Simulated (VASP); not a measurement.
Write the native input for VASP 6.6.1 that does the following.

```yaml
Task: single point
Functional: PBE
Potentials_or_basis: VASP PAW PBE potentials, release 64 (Li_sv)
Cutoff: 750 eV
k_mesh: 8 × 8 × 8
Occupations: fermi-dirac, width 0.1 eV
Spin: no spin polarisation
Dipole_correction: no
Further_INCAR_settings: ALGO = Normal; EDIFF = 1e-06; NBANDS = 8
```

The structure of Li lies in POSCAR:

```
Li
1.0
    0.0000000000      2.2020000000      2.2020000000
    2.2020000000      0.0000000000      2.2020000000
    2.2020000000      2.2020000000      0.0000000000
Li
1
Direct
    0.0000000000      0.0000000000      0.0000000000
```

The input as run:

INCAR

```
PREC     = Accurate       # precision mode
ENCUT    = 750            # plane-wave cutoff, eV
EDIFF    = 1E-6           # SCF threshold, eV
ISMEAR   = -1             # smearing method
SIGMA    = 0.1            # smearing width, eV
LREAL    = F              # projectors in reciprocal space
LASPH    = T              # aspherical terms in the spheres
NELM     = 120            # most SCF steps
ALGO     = Normal         # electronic algorithm
ISIF     = 2              # what is computed and relaxed
LWAVE    = F              # write WAVECAR
LCHARG   = F              # write CHGCAR
GGA      = PE             # functional
NBANDS   = 8              # bands
GGA_COMPAT= F
```

KPOINTS

```
Automatic mesh
0
Gamma
  8 8 8
```

Potentials or basis: VASP PAW PBE potentials, release 64 (Li_sv).

Command:

```sh
$ cat potpaw_PBE.64/Li_sv/POTCAR > POTCAR
$ mpirun -np 1 vasp_std > vasp.out
```

Results of the run:

| Item | Value |
| --- | --- |
| Pressure | -0.8 GPa |

It took 13 s on 1 thread of Intel Xeon 8259CL, with other jobs on the host, peak memory 0.14 GiB.
